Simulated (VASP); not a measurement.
# Re (Fm-3m) in VASP: a series of runs

Re is run at these levels: LDA; tasks: electric field gradients.

Everything below comes from runs of VASP 6.6.1. Logs are shortened: lines on timing, memory, paths and dates and some standing lists are left out, and cuts for length are marked.

## (1) The cell of the first run

It takes space group Fm-3m (No. 225, cubic). The conventional cell has a = 3.897 Å, b = 3.897 Å, c = 3.897 Å, α = 90.00°, β = 90.00°, γ = 90.00°. Within 3.6 Å of Re (site symmetry m-3m) lie 12 Re at 2.76 Å.

This isn't the form of Re at room conditions, which is hcp.

## (2) Electric field gradients, LDA (14.79 Å³/atom)

File INCAR:

```
SYSTEM = Re
PREC     = Accurate       ! precision mode
ENCUT    = 520            ! plane-wave cutoff, eV
EDIFF    = 1E-8           ! SCF threshold, eV
ISMEAR   = -1             ! smearing method
SIGMA    = 0.03           ! smearing width, eV
LREAL    = .False.        ! projectors in reciprocal space
LASPH    = .True.         ! aspherical terms in the spheres
NELM     = 60             ! most SCF steps
ALGO     = Normal         ! electronic algorithm
ISIF     = 2              ! what is computed and relaxed
LWAVE    = .False.        ! write WAVECAR
LCHARG   = .False.        ! write CHGCAR
GGA      = CA             ! functional
LEFG     = .True.       
NBANDS   = 10             ! bands
```

File KPOINTS:

```
regular mesh
0
Gamma
  14 14 14
  0 0 0
```

File POSCAR:

```
Re
1.0
    0.0000000000      1.9483075387      1.9483075387
    1.9483075387      0.0000000000      1.9483075387
    1.9483075387      1.9483075387      0.0000000000
Re
1
Direct
    0.0000000000      0.0000000000      0.0000000000
```

Potentials or basis: VASP PAW LDA potentials, release 64 (Re).

Run with:

```console
cat potpaw_LDA.64/Re/POTCAR > POTCAR
mpirun -np 1 vasp_std > vasp.out
```

OUTCAR:

```text
SYSTEM = Re
   PREC = Accurate
   ENCUT = 520
   EDIFF = 1E-8
   ISMEAR = -1
   LREAL = .False.
   LASPH = .True.
   NELM = 60
   ISIF = 2
   GGA = CA

 ion  position               nearest neighbor table
   1  0.000  0.000  0.000-

  LATTYP: Found a face centered cubic cell.
 ALAT       =     3.8966150774

  Lattice vectors:

 A1 = (   0.0000000000,   1.9483075387,   1.9483075387)
 A2 = (   1.9483075387,   0.0000000000,   1.9483075387)
 A3 = (   1.9483075387,   1.9483075387,   0.0000000000)

Analysis of symmetry for initial positions (statically):
=====================================================================
 Subroutine PRICEL returns:
 Original cell was already a primitive cell.

 Routine SETGRP: Setting up the symmetry group for a
 face centered cubic supercell.

 Subroutine GETGRP returns: Found 48 space group operations
 (whereof 48 operations were pure point group operations)
 out of a pool of 48 trial point group operations.

The static configuration has the point symmetry O_h .

Analysis of symmetry for dynamics (positions and initial velocities):
=====================================================================
 Subroutine PRICEL returns:
 Original cell was already a primitive cell.

 Routine SETGRP: Setting up the symmetry group for a
 face centered cubic supercell.

 Subroutine GETGRP returns: Found 48 space group operations
 (whereof 48 operations were pure point group operations)
 out of a pool of 48 trial point group operations.

The dynamic configuration has the point symmetry O_h .

 Subroutine INISYM returns: Found 48 space group operations
 (whereof 48 operations are pure point group operations),
 and found     1 'primitive' translations

----------------------------------------------------------------------------------------

                                     Primitive cell

  volume of cell :      14.7912

  direct lattice vectors                    reciprocal lattice vectors
     0.000000000  1.948307539  1.948307539    -0.256632996  0.256632996  0.256632996
     1.948307539  0.000000000  1.948307539     0.256632996 -0.256632996  0.256632996
     1.948307539  1.948307539  0.000000000     0.256632996  0.256632996 -0.256632996

  length of vectors
     2.755322945  2.755322945  2.755322945     0.444501387  0.444501387  0.444501387

  position of ions in fractional coordinates (direct lattice)
     0.000000000  0.000000000  0.000000000

  ion indices of the primitive-cell ions
   primitive index   ion index
                 1           1

----------------------------------------------------------------------------------------

 KPOINTS: regular mesh

Automatic generation of k-mesh.
 Grid dimensions read from file:
 generate k-points for:   14   14   14

 Generating k-lattice:

  Cartesian coordinates                     Fractional coordinates (reciprocal lattice)
    -0.018330928  0.018330928  0.018330928     0.071428571  0.000000000  0.000000000
     0.018330928 -0.018330928  0.018330928     0.000000000  0.071428571  0.000000000
     0.018330928  0.018330928 -0.018330928     0.000000000  0.000000000  0.071428571

  Length of vectors
     0.031750099  0.031750099  0.031750099

  Shift w.r.t. Gamma in fractional coordinates (k-lattice)
     0.000000000  0.000000000  0.000000000

 Subroutine IBZKPT returns following result:
 ===========================================

 Found    104 irreducible k-points:

 Following reciprocal coordinates:
            Coordinates               Weight
  0.000000  0.000000  0.000000      1.000000
  0.071429  0.000000  0.000000      8.000000
  0.142857  0.000000  0.000000      8.000000
  0.214286  0.000000  0.000000      8.000000
  0.285714  0.000000  0.000000      8.000000
  0.357143  0.000000  0.000000      8.000000
[... 16 lines left out ...]
  0.214286  0.142857  0.000000     24.000000
  0.285714  0.142857  0.000000     24.000000
 [... further k-points ...]
   k-points           NKPTS =    104   k-points in BZ     NKDIM =    104   number of bands    NBANDS=     10
   number of dos      NEDOS =    301   number of ions     NIONS =      1
   total plane-waves  NPLWV =   8000
   dimension x,y,z NGX =    20 NGY =   20 NGZ =   20
   dimension x,y,z NGXF=    40 NGYF=   40 NGZF=   40
   ions per type =               1
   NGX,Y,Z   is equivalent  to a cutoff of  12.07, 12.07, 12.07 a.u.
   NGXF,Y,Z  is equivalent  to a cutoff of  24.13, 24.13, 24.13 a.u.
 SYSTEM =  Re
   PREC   = accura    normal or accurate (medium, high low for compatibility)
   ISTART =      0    job   : 0-new  1-cont  2-samecut
   ICHARG =      2    charge: 1-file 2-atom 10-const
   ISPIN  =      1    spin polarized calculation?
   LNONCOLLINEAR =      F non collinear calculations
   LSORBIT =      F    spin-orbit coupling
   LASPH  =      T    aspherical Exc in radial PAW
   ENCUT  =  520.0 eV  38.22 Ry    6.18 a.u.   5.12  5.12  5.12*2*pi/ulx,y,z
   NELM   =     60;   NELMIN=  2; NELMDL= -5     # of ELM steps
   EDIFF  = 0.1E-07   stopping-criterion for ELM
   LREAL  =      F    real-space projection
   EDIFFG = 0.1E-06   stopping-criterion for IOM
   NSW    =      0    number of steps for IOM
   IBRION =     -1    ionic relax: 0-MD 1-quasi-New 2-CG
   NFREE  =      0    steps in history (QN), initial steepest desc. (CG)
   ISIF   =      2    stress and relaxation
   ISYM   =      2    0-nonsym 1-usesym 2-fastsym
   POTIM  = 0.5000    time-step for ionic-motion
   TEBEG  =    0.0;   TEEND  =   0.0 temperature during run
   PSTRESS=    0.0 pullay stress
   NELECT =       7.0000    total number of electrons
   NUPDOWN=      -1.0000    fix difference up-down
   EMIN   =  10.00;   EMAX   =-10.00  energy-range for DOS
   EFERMI =   0.00;   METHOD = LEGACY
   ISMEAR =    -1;   SIGMA  =   0.03  broadening in eV -4-tet -1-fermi 0-gaus
   EFERMI_NEDOS =   21; number of points for ismear=-14 and -15
   IALGO  =     38    algorithm
   IMIX   =      4    mixing-type and parameters
     AMIX     =   0.40;   BMIX     =  1.00
     AMIX_MAG =   1.60;   BMIX_MAG =  1.00
  volume/ion in A,a.u.               =      14.79        99.82
  Fermi-wavevector in a.u.,A,eV,Ry     =   1.275773  2.410861 22.144791  1.627596
  Thomas-Fermi vector in A             =   2.408466
   LORBIT       =      0    0 simple, 1 ext, 2 COOP (PROOUT), +10 PAW based schemes
   GGA     = CA    functional components
   LHFCALC =     F    Hartree Fock is set to
   AEXX    =    0.0000 exact exchange contribution
   IVDW    =     0    specifies the selected vdW correction
   LEPSILON=     F    determine dielectric tensor
   LRPA    =     F    only Hartree local field effects (RPA)
 non-spin polarized calculation
  energy-cutoff  :      520.00
  volume of cell :       14.79
 maximum number of plane-waves:       411
   NGX = 11   NGY = 11   NGZ = 11

 number of electron       7.0000001 magnetization

 Free energy of the ion-electron system (eV)
  ---------------------------------------------------
  ext. energy  EPLUGINS =         0.00000000
  ---------------------------------------------------
  free energy    TOTEN  =       -13.67958540 eV

  energy without entropy =      -13.67632081  energy(sigma->0) =      -13.67795310

 E-fermi :   8.0284     XC(G=0): -13.8135

 val. band max:        8.0132496260   @ k =   0.3571   0.3571   0.0000
 cond. band min:       8.0289709606   @ k =   0.5000   0.3571   0.0000
 fundamental gap:      0.0157213346
 Fermi energy:         8.0283904565

 k-point     1 :       0.0000    0.0000    0.0000
  band No.  band energies     occupation
      1      -1.9763      2.00000
      2       6.1282      2.00000
      3       6.1282      2.00000
      4       6.1282      2.00000
      5       9.2799      0.00000
      6       9.2799      0.00000
      7      22.0112      0.00000
      8      27.5969      0.00000
      9      27.5969      0.00000
     10      27.5969      0.00000

 k-point     2 :       0.0714    0.0000    0.0000
  band No.  band energies     occupation
      1      -1.7403      2.00000
      2       5.9713      2.00000
      3       6.2381      2.00000
      4       6.2381      2.00000
      5       9.1927      0.00000
      6       9.1927      0.00000
      7      22.4677      0.00000
      8      26.4930      0.00000
      9      28.0288      0.00000
     10      28.0288      0.00000
[... 274 lines left out ...]
 k-point    24 :       0.2857    0.1429    0.0000
  band No.  band energies     occupation
      1       0.8666      2.00000
      2       4.4689      2.00000
      3       6.4076      2.00000
      4       7.3683      2.00000
      5       8.8468      0.00000
      6      10.3932      0.00000
      7      23.5136      0.00000
      8      26.6914      0.00000
      9      28.9427      0.00000
     10      29.4710      0.00000

 [... further k-points ...]
[... 5 lines left out ...]
  --------------------------------------------------------------------------------------
  -------------------------------------------------------------------------------------
  Total       -0.9001908     -0.9001908     -0.9001908      0.0000000      0.0000000     -0.0000000
  in kB      -97.5085376    -97.5085376    -97.5085376      0.0000000      0.0000000     -0.0000000
  external PRESSURE =     -97.5085376 kB  Pullay stress =       0.0000000 kB

 VOLUME and BASIS-vectors are now :
 -----------------------------------------------------------------------------
  energy-cutoff  :      520.00
  volume of cell :       14.79
      direct lattice vectors                 reciprocal lattice vectors
     0.000000000  1.948307539  1.948307539    -0.256632996  0.256632996  0.256632996
     1.948307539  0.000000000  1.948307539     0.256632996 -0.256632996  0.256632996
     1.948307539  1.948307539  0.000000000     0.256632996  0.256632996 -0.256632996

 POSITION                                       TOTAL-FORCE (eV/Angst)
 -----------------------------------------------------------------------------------
      0.00000      0.00000      0.00000         0.000000      0.000000      0.000000
 -----------------------------------------------------------------------------------
    total drift:                                0.000000      0.000000     -0.000000

  FREE ENERGIE OF THE ION-ELECTRON SYSTEM (eV)
  ---------------------------------------------------
  free  energy   TOTEN  =       -13.6795853968 eV

  energy  without entropy=      -13.6763208121  energy(sigma->0) =      -13.67795310

 Electric field gradients (V/A^2)
---------------------------------------------------------------------
 ion       V_xx      V_yy      V_zz      V_xy      V_xz      V_yz
---------------------------------------------------------------------
   1       0.000    -0.000    -0.000     0.000     0.000     0.000
---------------------------------------------------------------------

 Electric field gradients after diagonalization (V/A^2)
 (convention: |V_zz| > |V_xx| > |V_yy|)
----------------------------------------------------------------------
 ion       V_xx      V_yy      V_zz     asymmetry (V_yy - V_xx)/ V_zz
----------------------------------------------------------------------
   1      -0.000    -0.000     0.000       0.000
----------------------------------------------------------------------

           NMR quadrupolar parameters

 Cq : quadrupolar parameter    Cq=e*Q*V_zz/h
 eta: asymmetry parameters     (V_yy - V_xx)/ V_zz
 Q  : nuclear electric quadrupole moment in mb (millibarn)
----------------------------------------------------------------------
 ion       Cq(MHz)       eta       Q (mb)
----------------------------------------------------------------------
   1       0.000       0.000       1.000
----------------------------------------------------------------------
```

Wall time 17 s (1 thread of Intel Xeon 8259CL, shared host); peak memory 0.13 GiB.

Results:

```yaml
Free_energy: -13.6796 eV
Pressure: -9.8 GPa
Band_gap_on_the_k_mesh: zero (an odd number of electrons rules out a gap without spin polarisation)
Largest_electric_field_gradient_by_atom: zero within the noise of the run
```

Caveat: the cell stands under tension; spin-orbit coupling is left out, which moves the levels of the heavy elements.

## (3) Electric field gradients, LDA (15.25 Å³/atom)

This run uses another cell than the first one, of 15.25 Å³/atom.

File INCAR:

```
SYSTEM = Re
  ALGO = Normal
  EDIFF = 1E-8
  ENCUT = 520
  ISIF = 2
  ISMEAR = -1
  LASPH = .TRUE.
  LCHARG = .FALSE.
  LEFG = .TRUE.
  LREAL = .FALSE.
  LWAVE = .FALSE.
  NBANDS = 10
  NELM = 60
  PREC = Accurate
  SIGMA = 0.03
```

File KPOINTS:

```
k-points
0
G
  14 14 14
  0 0 0
```

File POSCAR:

```
Re
1.0
    0.0000000000      1.9683945995      1.9683945995
    1.9683945995      0.0000000000      1.9683945995
    1.9683945995      1.9683945995      0.0000000000
Re
1
Direct
    0.0000000000      0.0000000000      0.0000000000
```

Potentials or basis: VASP PAW LDA potentials, release 64 (Re).

Run with:

```console
cat potpaw_LDA.64/Re/POTCAR > POTCAR
mpirun -np 1 vasp_std > vasp.out
```

OUTCAR:

```text
SYSTEM = Re
   EDIFF = 1E-8
   ENCUT = 520
   ISIF = 2
   ISMEAR = -1
   LASPH = .TRUE.
   LREAL = .FALSE.
   NELM = 60
   PREC = Accurate

 ion  position               nearest neighbor table
   1  0.000  0.000  0.000-

  LATTYP: Found a face centered cubic cell.
 ALAT       =     3.9367891990

  Lattice vectors:

 A1 = (   0.0000000000,   1.9683945995,   1.9683945995)
 A2 = (   1.9683945995,   0.0000000000,   1.9683945995)
 A3 = (   1.9683945995,   1.9683945995,   0.0000000000)

Analysis of symmetry for initial positions (statically):
=====================================================================
 Subroutine PRICEL returns:
 Original cell was already a primitive cell.

 Routine SETGRP: Setting up the symmetry group for a
 face centered cubic supercell.

 Subroutine GETGRP returns: Found 48 space group operations
 (whereof 48 operations were pure point group operations)
 out of a pool of 48 trial point group operations.

The static configuration has the point symmetry O_h .

Analysis of symmetry for dynamics (positions and initial velocities):
=====================================================================
 Subroutine PRICEL returns:
 Original cell was already a primitive cell.

 Routine SETGRP: Setting up the symmetry group for a
 face centered cubic supercell.

 Subroutine GETGRP returns: Found 48 space group operations
 (whereof 48 operations were pure point group operations)
 out of a pool of 48 trial point group operations.

The dynamic configuration has the point symmetry O_h .

 Subroutine INISYM returns: Found 48 space group operations
[... 148 lines left out ...]
 Fermi energy:         7.6356281951

 k-point     1 :       0.0000    0.0000    0.0000
  band No.  band energies     occupation
      1      -2.1480      2.00000
      2       5.8234      2.00000
      3       5.8234      2.00000
      4       5.8234      2.00000
      5       8.8281      0.00000
      6       8.8281      0.00000
      7      21.6001      0.00000
      8      27.0073      0.00000
      9      27.0073      0.00000
     10      27.0073      0.00000
[... 287 lines left out ...]
 k-point    24 :       0.2857    0.1429    0.0000
  band No.  band energies     occupation
      1       0.6206      2.00000
      2       4.2308      2.00000
      3       6.0976      2.00000
      4       7.0099      2.00000
      5       8.4209      0.00000
      6       9.8932      0.00000
      7      22.8955      0.00000
      8      25.9705      0.00000
      9      28.0909      0.00000
     10      28.7059      0.00000

 [... further k-points ...]
[... 5 lines left out ...]
  --------------------------------------------------------------------------------------
  -------------------------------------------------------------------------------------
  Total       -1.9181745     -1.9181745     -1.9181745      0.0000000     -0.0000000     -0.0000000
  in kB     -201.4801267   -201.4801267   -201.4801267      0.0000000     -0.0000000     -0.0000000
  external PRESSURE =    -201.4801267 kB  Pullay stress =       0.0000000 kB

 VOLUME and BASIS-vectors are now :
 -----------------------------------------------------------------------------
  energy-cutoff  :      520.00
  volume of cell :       15.25
      direct lattice vectors                 reciprocal lattice vectors
     0.000000000  1.968394600  1.968394600    -0.254014109  0.254014109  0.254014109
     1.968394600  0.000000000  1.968394600     0.254014109 -0.254014109  0.254014109
     1.968394600  1.968394600  0.000000000     0.254014109  0.254014109 -0.254014109

 POSITION                                       TOTAL-FORCE (eV/Angst)
 -----------------------------------------------------------------------------------
      0.00000      0.00000      0.00000         0.000000      0.000000      0.000000
 -----------------------------------------------------------------------------------
    total drift:                               -0.000000      0.000000      0.000000

  FREE ENERGIE OF THE ION-ELECTRON SYSTEM (eV)
  ---------------------------------------------------
  free  energy   TOTEN  =       -13.6364253154 eV

  energy  without entropy=      -13.6326901939  energy(sigma->0) =      -13.63455775

 Electric field gradients (V/A^2)
---------------------------------------------------------------------
 ion       V_xx      V_yy      V_zz      V_xy      V_xz      V_yz
---------------------------------------------------------------------
   1      -0.000    -0.000    -0.000     0.000     0.000     0.000
---------------------------------------------------------------------

 Electric field gradients after diagonalization (V/A^2)
 (convention: |V_zz| > |V_xx| > |V_yy|)
----------------------------------------------------------------------
 ion       V_xx      V_yy      V_zz     asymmetry (V_yy - V_xx)/ V_zz
----------------------------------------------------------------------
   1      -0.000    -0.000     0.000       0.000
----------------------------------------------------------------------

           NMR quadrupolar parameters

 Cq : quadrupolar parameter    Cq=e*Q*V_zz/h
 eta: asymmetry parameters     (V_yy - V_xx)/ V_zz
 Q  : nuclear electric quadrupole moment in mb (millibarn)
----------------------------------------------------------------------
 ion       Cq(MHz)       eta       Q (mb)
----------------------------------------------------------------------
   1       0.000       0.000       1.000
----------------------------------------------------------------------
```

It took 20 s on 1 thread of Intel Xeon 8259CL, shared host; peak memory 0.14 GiB.

What came out:

```yaml
Free_energy: -13.6364 eV
Pressure: -20.1 GPa
Band_gap_on_the_k_mesh: zero (an odd number of electrons rules out a gap without spin polarisation)
Largest_electric_field_gradient_by_atom: zero within the noise of the run
```

Levels at points of the mesh, in eV from the Fermi level:
| k point | band 2 | band 3 | band 4 | band 5 | band 6 | band 7 |
| --- | --- | --- | --- | --- | --- | --- |
| (0.00, 0.00, 0.00) | -1.81 | -1.81 | -1.81 | 1.19 | 1.19 | 13.96 |
| (0.50, 0.00, 0.00) | -2.01 | -2.01 | 0.31 | 3.63 | 3.63 | 9.49 |
| (0.50, 0.50, 0.00) | -5.65 | 2.79 | 3.56 | 4.34 | 4.34 | 12.07 |

Caveat: the cell stands under tension; spin-orbit coupling is left out, which moves the levels of the heavy elements.

(Continued in part 2 of 2.)
